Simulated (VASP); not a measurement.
# YN2 (P6/mmm) in VASP: notebook, part 2 of 3

VASP 6.6.1. The steps go on from the part before.

### Step 3. Relaxation of shape and atoms at fixed volume, PBEsol (11.17 Å³/atom)

This run uses another cell than the first one, of 11.17 Å³/atom.

The input, INCAR:

```
ALGO = Normal
EDIFF = 1E-6
EDIFFG = -0.01
ENCUT = 600
GGA = PS
IBRION = 2
ISIF = 4
ISMEAR = 0
LASPH = True
LCHARG = False
LREAL = False
LWAVE = False
NELM = 100
NSW = 60
PREC = Accurate
SIGMA = 0.05
```

The input, KPOINTS:

```
k-points
0
Gamma
  10 10 10
```

The input, POSCAR:

```
YN2
1.0
    3.4737163263      0.0000000000      0.0000000000
   -1.7368581632      3.0083265842      0.0000000000
    0.0000000000      0.0000000000      3.2065016452
Y N
1 2
Direct
    0.0000000000      0.0000000000      0.0000000000
    0.3333333333      0.6666666667      0.5000000000
    0.6666666667      0.3333333333      0.5000000000
```

Potentials or basis: VASP PAW PBE potentials, release 64 (Y_sv, N).

Run with:

```console
$ cat potpaw_PBE.64/Y_sv/POTCAR potpaw_PBE.64/N/POTCAR > POTCAR
$ mpirun -np 1 vasp_std > vasp.out
```

OUTCAR:

```text
EDIFF = 1E-6
   EDIFFG = -0.01
   ENCUT = 600
   GGA = PS
   IBRION = 2
   ISIF = 4
   ISMEAR = 0
   LASPH = True
   LREAL = False
   NELM = 100
   NSW = 60
   PREC = Accurate

 ion  position               nearest neighbor table
   1  0.000  0.000  0.000-   2 2.57   3 2.57   2 2.57   3 2.57   3 2.57   3 2.57   2 2.57   2 2.57
                             3 2.57   3 2.57   2 2.57   2 2.57
   2  0.333  0.667  0.500-   1 2.57   1 2.57   1 2.57   1 2.57   1 2.57   1 2.57
   3  0.667  0.333  0.500-   1 2.57   1 2.57   1 2.57   1 2.57   1 2.57   1 2.57

  LATTYP: Found a hexagonal cell.
 ALAT       =     3.4737163263
 C/A-ratio  =     0.9230752727

  Lattice vectors:

 A1 = (   3.4737163263,   0.0000000000,   0.0000000000)
 A2 = (  -1.7368581632,   3.0083265842,   0.0000000000)
 A3 = (   0.0000000000,   0.0000000000,   3.2065016452)

Analysis of symmetry for initial positions (statically):
=====================================================================
 Subroutine PRICEL returns:
 Original cell was already a primitive cell.

 Routine SETGRP: Setting up the symmetry group for a
 hexagonal supercell.

 Subroutine GETGRP returns: Found 24 space group operations
 (whereof 24 operations were pure point group operations)
 out of a pool of 24 trial point group operations.

The static configuration has the point symmetry D_6h.

Analysis of symmetry for dynamics (positions and initial velocities):
=====================================================================
 Subroutine PRICEL returns:
 Original cell was already a primitive cell.

 Routine SETGRP: Setting up the symmetry group for a
 hexagonal supercell.

 Subroutine GETGRP returns: Found 24 space group operations
 (whereof 24 operations were pure point group operations)
 out of a pool of 24 trial point group operations.

The dynamic configuration has the point symmetry D_6h.

 Subroutine INISYM returns: Found 24 space group operations
 (whereof 24 operations are pure point group operations),
 and found     1 'primitive' translations

----------------------------------------------------------------------------------------

                                     Primitive cell

  volume of cell :      33.5082

  direct lattice vectors                    reciprocal lattice vectors
     3.473716326  0.000000000  0.000000000     0.287876126  0.166205359  0.000000000
    -1.736858163  3.008326584  0.000000000     0.000000000  0.332410718  0.000000000
     0.000000000  0.000000000  3.206501645     0.000000000  0.000000000  0.311866361

  length of vectors
     3.473716326  3.473716326  3.206501645     0.332410718  0.332410718  0.311866361

  position of ions in fractional coordinates (direct lattice)
     0.000000000  0.000000000  0.000000000
     0.333333333  0.666666667  0.500000000
     0.666666667  0.333333333  0.500000000

  ion indices of the primitive-cell ions
   primitive index   ion index
                 1           1
                 2           2
                 3           3

----------------------------------------------------------------------------------------

 KPOINTS: k-points

Automatic generation of k-mesh.
 Grid dimensions read from file:
 generate k-points for:   10   10   10

 Generating k-lattice:

  Cartesian coordinates                     Fractional coordinates (reciprocal lattice)
[... 49 lines left out ...]
   NGXF,Y,Z  is equivalent  to a cutoff of  26.80, 26.80, 29.03 a.u.
 SYSTEM =  unknown system
   PREC   = accura    normal or accurate (medium, high low for compatibility)
   ISTART =      0    job   : 0-new  1-cont  2-samecut
   ICHARG =      2    charge: 1-file 2-atom 10-const
   ISPIN  =      1    spin polarized calculation?
   LNONCOLLINEAR =      F non collinear calculations
   LSORBIT =      F    spin-orbit coupling
   LASPH  =      T    aspherical Exc in radial PAW
   ENCUT  =  600.0 eV  44.10 Ry    6.64 a.u.   6.94  6.94  6.40*2*pi/ulx,y,z
   NELM   =    100;   NELMIN=  2; NELMDL= -5     # of ELM steps
   EDIFF  = 0.1E-05   stopping-criterion for ELM
   LREAL  =      F    real-space projection
   EDIFFG = -.1E-01   stopping-criterion for IOM
   NSW    =     60    number of steps for IOM
   IBRION =      2    ionic relax: 0-MD 1-quasi-New 2-CG
   NFREE  =      1    steps in history (QN), initial steepest desc. (CG)
   ISIF   =      4    stress and relaxation
   ISYM   =      2    0-nonsym 1-usesym 2-fastsym
   POTIM  = 0.5000    time-step for ionic-motion
   TEBEG  =    0.0;   TEEND  =   0.0 temperature during run
   PSTRESS=    0.0 pullay stress
   NELECT =      21.0000    total number of electrons
   NUPDOWN=      -1.0000    fix difference up-down
   EMIN   =  10.00;   EMAX   =-10.00  energy-range for DOS
   EFERMI =   0.00;   METHOD = LEGACY
   ISMEAR =     0;   SIGMA  =   0.05  broadening in eV -4-tet -1-fermi 0-gaus
   EFERMI_NEDOS =   21; number of points for ismear=-14 and -15
   IALGO  =     38    algorithm
   IMIX   =      4    mixing-type and parameters
     AMIX     =   0.40;   BMIX     =  1.00
     AMIX_MAG =   1.60;   BMIX_MAG =  1.00
  volume/ion in A,a.u.               =      11.17        75.37
  Fermi-wavevector in a.u.,A,eV,Ry     =   1.400977  2.647463 26.704651  1.962736
  Thomas-Fermi vector in A             =   2.523884
   LORBIT       =      0    0 simple, 1 ext, 2 COOP (PROOUT), +10 PAW based schemes
   GGA     = PS    functional components
   LHFCALC =     F    Hartree Fock is set to
   AEXX    =    0.0000 exact exchange contribution
   IVDW    =     0    specifies the selected vdW correction
   LEPSILON=     F    determine dielectric tensor
   LRPA    =     F    only Hartree local field effects (RPA)
 conjugate gradient relaxation of ions
 non-spin polarized calculation
 Gauss-broadening in eV      SIGMA  =   0.05
  energy-cutoff  :      600.00
  volume of cell :       33.51
 maximum number of plane-waves:      1147
 NGX is ok and might be reduce to    28
   NGX = 13   NGY = 13   NGZ = 13

 number of electron      21.0000000 magnetization

 Free energy of the ion-electron system (eV)
  ---------------------------------------------------
  ext. energy  EPLUGINS =         0.00000000
  ---------------------------------------------------
  free energy    TOTEN  =       -23.97419336 eV

  energy without entropy =      -23.97182019  energy(sigma->0) =      -23.97300677

 E-fermi :   6.1517     XC(G=0): -12.2419

 val. band max:        6.1451087425   @ k =   0.2000   0.1000   0.3000
 cond. band min:       6.1648547583   @ k =   0.2000  -0.0000   0.4000
 fundamental gap:      0.0197460158
 Fermi energy:         6.1517281434

 k-point     1 :       0.0000    0.0000    0.0000
  band No.  band energies     occupation
      1     -35.7960      2.00000
      2     -15.5692      2.00000
      3     -15.5692      2.00000
      4     -15.5382      2.00000
      5     -11.2804      2.00000
      6      -3.6366      2.00000
      7       0.6807      2.00000
      8       0.6807      2.00000
      9       2.8373      2.00000
     10       5.5368      2.00000
     11       6.6545      0.00000
     12       6.6545      0.00000
     13       6.8979      0.00000
     14      11.2784      0.00000
[... 377 lines left out ...]
      1     -35.7060      2.00000
      2     -16.5012      2.00000
      3     -15.8009      2.00000
      4     -15.5174      2.00000
      5      -8.6662      2.00000
      6      -7.4458      2.00000
      7      -0.0656      2.00000
      8       2.5298      2.00000
      9       2.7223      2.00000
     10       4.4934      2.00000
     11       6.9606      0.00000
     12       8.4780      0.00000
     13       8.8944      0.00000
     14      10.6027      0.00000

 [... further k-points ...]

------------------------ aborting loop because EDIFF is reached ----------------------------------------

  FORCE on cell =-STRESS in cart. coord.  units (eV):
  Direction    XX          YY          ZZ          XY          YZ          ZX
  --------------------------------------------------------------------------------------
  -------------------------------------------------------------------------------------
  Total       -0.7525402     -0.7525402     -0.7849735      0.0000000     -0.0000000      0.0000000
  in kB      -35.9823469    -35.9823469    -37.5331310      0.0000000     -0.0000000      0.0000000
  external PRESSURE =     -36.4992749 kB  Pullay stress =       0.0000000 kB

 VOLUME and BASIS-vectors are now :
 -----------------------------------------------------------------------------
  energy-cutoff  :      600.00
  volume of cell :       33.51
      direct lattice vectors                 reciprocal lattice vectors
     3.473716326  0.000000000  0.000000000     0.287876126  0.166205359  0.000000000
    -1.736858163  3.008326584  0.000000000     0.000000000  0.332410718  0.000000000
     0.000000000  0.000000000  3.206501645     0.000000000  0.000000000  0.311866361

 POSITION                                       TOTAL-FORCE (eV/Angst)
 -----------------------------------------------------------------------------------
      0.00000      0.00000      0.00000         0.000000      0.000000      0.000000
     -0.00000      2.00555      1.60325         0.000000     -0.000000      0.000000
      1.73686      1.00278      1.60325        -0.000000      0.000000      0.000000
 -----------------------------------------------------------------------------------
    total drift:                               -0.000000      0.000000     -0.000000

  FREE ENERGIE OF THE ION-ELECTRON SYSTEM (eV)
  ---------------------------------------------------
  free  energy   TOTEN  =       -23.9741933555 eV

  energy  without entropy=      -23.9718201877  energy(sigma->0) =      -23.97300677

 reached required accuracy - stopping structural energy minimisation
```

OSZICAR:

```text
N       E                     dE             d eps       ncg     rms          rms(c)
DAV:   1     0.101725587218E+03    0.10173E+03   -0.12666E+04  2352   0.166E+03
DAV:   2    -0.194820113901E+02   -0.12121E+03   -0.11876E+03  2970   0.336E+02
DAV:   3    -0.258335203882E+02   -0.63515E+01   -0.61624E+01  3304   0.695E+01
DAV:   4    -0.259746804465E+02   -0.14116E+00   -0.14080E+00  3166   0.993E+00
DAV:   5    -0.259769082973E+02   -0.22279E-02   -0.22275E-02  3342   0.102E+00    0.293E+01
DAV:   6    -0.240591506919E+02    0.19178E+01   -0.98100E+00  2956   0.194E+01    0.257E+01
DAV:   7    -0.239964943472E+02    0.62656E-01   -0.47668E-01  3114   0.590E+00    0.152E+01
DAV:   8    -0.239750710217E+02    0.21423E-01   -0.95017E-02  3362   0.267E+00    0.827E-01
DAV:   9    -0.239743064557E+02    0.76457E-03   -0.11519E-02  3394   0.745E-01    0.502E-01
DAV:  10    -0.239741868631E+02    0.11959E-03   -0.11686E-03  3218   0.272E-01    0.121E-01
DAV:  11    -0.239742014188E+02   -0.14556E-04   -0.10020E-04  3084   0.889E-02    0.505E-02
DAV:  12    -0.239741930997E+02    0.83191E-05   -0.74969E-05  3278   0.577E-02    0.629E-03
DAV:  13    -0.239741933555E+02   -0.25579E-06   -0.31395E-06  2798   0.169E-02
   1 F= -.23974193E+02 E0= -.23973007E+02  d E =-.239742E+02
```

CONTCAR:

```text
YN2
   1.00000000000000
     3.4737163262999999    0.0000000000000000    0.0000000000000000
    -1.7368581632000000    3.0083265842000002    0.0000000000000000
     0.0000000000000000    0.0000000000000000    3.2065016451999999
  Y               N
     1     2
Direct
     0.0000000000000000    0.0000000000000000    0.0000000000000000
     0.3333333332999970    0.6666666667000030    0.5000000000000000
     0.6666666667000030    0.3333333332999970    0.5000000000000000

  0.00000000E+00  0.00000000E+00  0.00000000E+00
  0.00000000E+00  0.00000000E+00  0.00000000E+00
  0.00000000E+00  0.00000000E+00  0.00000000E+00
```

Run time: 82 s. Hardware: 1 thread of Intel Xeon 8259CL, shared host; peak memory 0.21 GiB.

Results:

- Free energy: -23.9742 eV
- Pressure after relaxing: -3.6 GPa
- Band gap on the k mesh: zero (an odd number of electrons rules out a gap without spin polarisation)

Final structure:
```
Y N
1.0
     3.47372    0.00000    0.00000
    -1.73686    3.00833    0.00000
     0.00000    0.00000    3.20650
Y N
1 2
Direct
  0.00000 0.00000 0.00000
  0.33333 0.66667 0.50000
  0.66667 0.33333 0.50000
```

Caveat: the relaxation stopped at its first step, so nothing moved; the PAW data sets were made with another functional, which shifts forces and pressure a little.

[end of part 2 of 3]
